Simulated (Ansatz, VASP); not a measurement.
# LaRe in VASP and in Ansatz

The input POSCAR:

```
LaRe
1.0
    3.5733472286      0.0000000000      0.0000000000
    0.0000000000      3.5733472286      0.0000000000
    0.0000000000      0.0000000000      3.5733472286
La Re
1 1
Direct
    0.0000000000      0.0000000000      0.0000000000
    0.5000000000      0.5000000000      0.5000000000
```

File INCAR.step1:

```
SYSTEM = LaRe
PREC = Accurate ; ENCUT = 520
ISMEAR = -4 ; SIGMA = 0.1
LREAL = .False. ; LASPH = .True.
NELM = 100 ; NBANDS = 16
GGA = PE ; ALGO = Normal
EDIFF = 1E-4 ; LWAVE = .True.
LCHARG = .False.
```

File INCAR.step2:

```
SYSTEM = LaRe
PREC = Accurate ; ENCUT = 520
EDIFF = 1E-6 ; ISMEAR = -4
SIGMA = 0.1 ; LREAL = .False.
LASPH = .True. ; NELM = 100
ALGO = Normal ; ISIF = 2
LWAVE = .False. ; LCHARG = .True.
METAGGA = R2SCAN ; LMIXTAU = .True.
LELF = .True. ; LVHAR = .True.
NBANDS = 16 ; ISTART = 1
```

Contents of KPOINTS:

```
Automatic mesh
0
Gamma
  10 10 10
  0 0 0
```

Input for Ansatz:

```yaml
crystal:
  lattice:
    - [3.5733472286, 0.0, 0.0]
    - [0.0, 3.5733472286, 0.0]
    - [0.0, 0.0, 3.5733472286]
  atoms:
    - { symbol: La, position: [0.0, 0.0, 0.0] }
    - { symbol: Re, position: [0.5, 0.5, 0.5] }
basis:
  ecutwfc: 500
  ecutrho_ratio: 4
kpoints:
  mp_grid: { grid: [10, 10, 10] }
hamiltonian:
  xc: r2scan
scf:
  occupations: { method: tetrahedron_uncorrected }
output:
  forces: true
  stress: true
```

Alike in both runs: task single point; functional r2SCAN; k mesh 10 × 10 × 10; no spin polarisation.

|  | VASP | Ansatz |
| --- | --- | --- |
| version | VASP 6.6.1 | Ansatz 0.2.0 |
| potentials or method | VASP PAW PBE potentials, release 64 (La, Re), cutoff 520 eV | scalar-relativistic, plane waves, PAW |
| occupations | tetrahedron | tetrahedron-uncorrected |
| valence electrons in the cell | 18 | 26 |

```csv
,VASP,Ansatz,Ansatz less VASP
gap on the k mesh at the Fermi level (eV),none,none,-
pressure (GPa),0.0,0.2,+0.19
```

VASP's potentials were made for PBE, not for r2SCAN. A gap of «none» marks a metal or a gap that the smearing closes. VASP's potentials hold 18 valence electrons a cell and Ansatz's 26, so a difference there can come from the potentials and not from the codes. Ansatz's warnings: band table not solved further.

Spin-orbit coupling is off throughout.
